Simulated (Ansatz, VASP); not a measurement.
**Two plane-wave programs on C**

```
CELL_PARAMETERS angstrom
1.21450 0.70119 10.25388
-1.21450 0.70119 10.25388
0.00000 -1.40239 10.25388
ATOMIC_POSITIONS crystal
C 0.02482 0.02482 0.02482
C 0.97518 0.97518 0.97518
C 0.10870 0.10870 0.10870
C 0.89130 0.89130 0.89130
C 0.15837 0.15837 0.15837
C 0.84163 0.84163 0.84163
C 0.37486 0.37486 0.37486
C 0.62514 0.62514 0.62514
C 0.42532 0.42532 0.42532
C 0.57468 0.57468 0.57468
```

Change from the starting cell: strain -0.025 along x and y, +0.000 along z, atoms carried along.

Alike in both runs: task single point; functional LDA; k mesh 12 × 12 × 12; occupations gaussian, width 0.05 eV; no spin polarisation.

```csv
,VASP,Ansatz
version,VASP 6.6.1,Ansatz 0.2.0
potentials or method,"VASP PAW LDA potentials, release 64 (C), cutoff 520 eV","scalar-relativistic, plane waves, PAW"
valence electrons in the cell,40,40
```

Ansatz gave:

```
gap on the k mesh at the Fermi level (eV)                     : 4.81
least direct gap on the mesh (eV)                             : 5.00
pressure (GPa)                                                : 26.3
traceless stress, the component that is largest in VASP (GPa) : -23.54
rms of the force components (eV/Å)                            : 0.098
```

Question: Which values does VASP return?

Answer: gap on the k mesh at the Fermi level (eV): 4.80; least direct gap on the mesh (eV): 5.00; pressure (GPa): 28.2; traceless stress, the component that is largest in VASP (GPa): -23.68; rms of the force components (eV/Å): 0.104.

LDA's correlation is that of Perdew and Zunger in VASP and of Perdew and Wang (1992) in Ansatz. Atom by atom the forces differ by 0.006 eV/Å (rms over components).
